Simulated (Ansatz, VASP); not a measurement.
## Ti2BN3: VASP beside Ansatz

```
CELL_PARAMETERS angstrom
2.80387 0.00000 0.00000
0.00000 2.80387 0.00000
0.00000 0.00000 7.25707
ATOMIC_POSITIONS crystal
Ti 0.50000 0.50000 0.80439
Ti 0.50000 0.50000 0.19561
B 0.50000 0.50000 0.50000
N 0.00000 0.00000 0.00000
N 0.00000 0.00000 0.71751
N 0.00000 0.00000 0.28249
```

Change from the starting cell: species swapped into the MgSc3Ru2 type (P4/mmm, No. 123).

Alike in both runs: functional PBE; k mesh 6 × 6 × 4; occupations gaussian, width 0.1 eV; no spin polarisation.

Ansatz relaxed the structure, and its values are those at the end. VASP's run is a single point on that final structure, the one shown.

```csv
,VASP,Ansatz
version,VASP 6.6.1,Ansatz 0.2.0
potentials or method,"VASP PAW PBE potentials, release 64 (Ti_sv, B, N), cutoff 520 eV","scalar-relativistic, plane waves, PAW"
valence electrons in the cell,42,42
```

Ansatz gave:

- gap on the k mesh at the Fermi level (eV): none
- pressure (GPa): 0.0
- rms of the force components (eV/Å): 0.010

**Question.** Estimate VASP's values.

**Answer.** gap on the k mesh at the Fermi level (eV): none; pressure (GPa): 0.3; rms of the force components (eV/Å): 0.021.

A gap of «none» marks a metal or a gap that the smearing closes.

The k mesh is coarse, so the values compare programs but aren't converged.
